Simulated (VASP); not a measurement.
## HfC (lda): single point with LDA

Crystal: HfC (lda).

```
Hf C
1.0
     0.00000    2.31714    2.31714
     2.31714    0.00000    2.31714
     2.31714    2.31714    0.00000
Hf C
1 1
Direct
  0.00000 0.00000 0.00000
  0.50000 0.50000 0.50000
```

```
Program                : VASP 6.6.1
Task                   : single point
Functional             : LDA
Potentials or basis    : VASP PAW LDA potentials, release 64 (Hf_pv, C)
Cutoff                 : 600 eV
k mesh                 : 6 × 6 × 6
Occupations            : gaussian, width 0.1 eV
Spin                   : no spin polarisation
Dipole correction      : no
Further INCAR settings : ALGO = Normal; EDIFF = 1e-06; NBANDS = 14
```

The pressure is -9.4 GPa. The band gap on the k mesh is zero (band 7 reaches 6.97 eV, above the bottom of band 8 at 5.61 eV).

Levels at points of the mesh, in eV from the Fermi level:
| k point | band 5 | band 6 | band 7 | band 8 | band 9 | band 10 |
| --- | --- | --- | --- | --- | --- | --- |
| (0.00, 0.00, 0.00) | 1.16 | 1.16 | 1.16 | 1.42 | 1.42 | 1.42 |
| (0.50, 0.00, 0.00) | -6.05 | -2.90 | -2.90 | 5.38 | 5.38 | 5.88 |
| (0.50, 0.50, 0.00) | -2.36 | -1.75 | 0.09 | 0.09 | 5.42 | 6.82 |

Wall time 7.9 s on 1 thread of Intel(R) Xeon(R) Platinum 8488C (Sapphire Rapids) (shared host), peak memory 0.14 GiB.

Caveat: the k points lie up to 0.39 Å⁻¹ apart; spin-orbit coupling is left out, which moves the levels of the heavy elements.
